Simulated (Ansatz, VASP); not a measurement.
# CsSi2: VASP beside Ansatz

INCAR

```
SYSTEM = CsSi2
ALGO = Normal
EDIFF = 1E-6
ENCUT = 520
GGA = PE
ISIF = 2
ISMEAR = 0
LASPH = .True.
LCHARG = .True.
LELF = .True.
LREAL = .False.
LVHAR = .True.
LWAVE = .False.
NBANDS = 16
NELM = 60
PREC = Accurate
SIGMA = 0.1
```

Contents of KPOINTS:

```
k-points
0
Gamma
  6 6 6
  0 0 0
```

The input POSCAR:

```
CsSi2
1.0
    0.0000000000      3.3270009777      3.3270009777
    3.3270009777      0.0000000000      3.3270009777
    3.3270009777      3.3270009777      0.0000000000
Cs Si
1 2
Direct
    0.0000000000      0.0000000000      0.0000000000
    0.2500000000      0.2500000000      0.2500000000
    0.7500000000      0.7500000000      0.7500000000
```

Input for Ansatz:

```yaml
crystal:
  lattice:
    - [0.0, 3.3270009777, 3.3270009777]
    - [3.3270009777, 0.0, 3.3270009777]
    - [3.3270009777, 3.3270009777, 0.0]
  atoms:
    - { symbol: Cs, position: [0.0, 0.0, 0.0] }
    - { symbol: Si, position: [0.25, 0.25, 0.25] }
    - { symbol: Si, position: [0.75, 0.75, 0.75] }
basis:
  ecutwfc: 420
kpoints:
  mp_grid: { grid: [6, 6, 6] }
hamiltonian:
  xc: pbe
scf:
  occupations: { method: gaussian, width: 0.1 }
  lower_state_search: "off"
output:
  forces: true
  stress: true
  eigenvalues: true
```

Alike in both runs: task single point; functional PBE; k mesh 6 × 6 × 6; occupations gaussian, width 0.1 eV; no spin polarisation.

|  | VASP | Ansatz |
| --- | --- | --- |
| version | VASP 6.6.1 | Ansatz 0.2.0 |
| potentials or method | VASP PAW PBE potentials, release 64 (Cs_sv, Si), cutoff 520 eV | scalar-relativistic, plane waves, PAW |
| valence electrons in the cell | 17 | 17 |

Ansatz gave:

| Quantity | Value |
| --- | --- |
| gap on the k mesh at the Fermi level (eV) | none |
| pressure (GPa) | 13.6 |

Problem. What did VASP give for the same quantities?

Solution. gap on the k mesh at the Fermi level (eV): none; pressure (GPa): 13.9.

A gap of «none» marks a metal or a gap that the smearing closes. With one functional, cell and mesh, what is left measures potentials, basis and numerics.

Spin-orbit coupling is off throughout.
